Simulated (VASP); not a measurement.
Set up this calculation in VASP 6.6.1, as the native input.

```
Task                   : single point
Functional             : PBEsol
Potentials or basis    : VASP PAW PBE potentials, release 64 (Pb_d, O)
Cutoff                 : 520 eV
k mesh                 : 14 × 14 × 14
Occupations            : gaussian, width 0.1 eV
Spin                   : no spin polarisation
Dipole correction      : no
Further INCAR settings : ALGO = Normal; EDIFF = 1e-07; NBANDS = 20
```

The structure of PbO2 lies in POSCAR:

```
PbO2
1.0
    0.0000000000      2.6642333984      2.6642333984
    2.6642333984      0.0000000000      2.6642333984
    2.6642333984      2.6642333984      0.0000000000
Pb O
1 2
Direct
    0.0000000000      0.0000000000      0.0000000000
    0.2500000000      0.2500000000      0.2500000000
    0.7500000000      0.7500000000      0.7500000000
```

One way to write it, as run:

INCAR

```
SYSTEM = PbO2
ALGO = Normal
EDIFF = 1E-7
ENCUT = 520
GGA = PS
ISIF = 2
ISMEAR = 0
LASPH = .True.
LCHARG = .False.
LREAL = .False.
LWAVE = .False.
NBANDS = 20
NELM = 100
PREC = Accurate
SIGMA = 0.1
```

KPOINTS

```
k-points
0
Gamma
  14 14 14
  0 0 0
```

Potentials or basis: VASP PAW PBE potentials, release 64 (Pb_d, O).

The run is started by

```bash
$ cat potpaw_PBE.64/Pb_d/POTCAR potpaw_PBE.64/O/POTCAR > POTCAR
$ mpirun -np 1 vasp_std > vasp.out
```

It gave:

```yaml
Pressure: 0.3 GPa
Band_gap_on_the_k_mesh: zero (band 13 reaches 6.06 eV, above the bottom of band 14 at 4.74 eV)
```

Caveat: the PAW data sets were made with another functional, which shifts forces and pressure a little; spin-orbit coupling is left out, which moves the levels of the heavy elements.

Run time: 33 s on 1 thread of Intel(R) Xeon(R) 6975P-C (Granite Rapids) (shared host), peak memory 0.2 GiB.
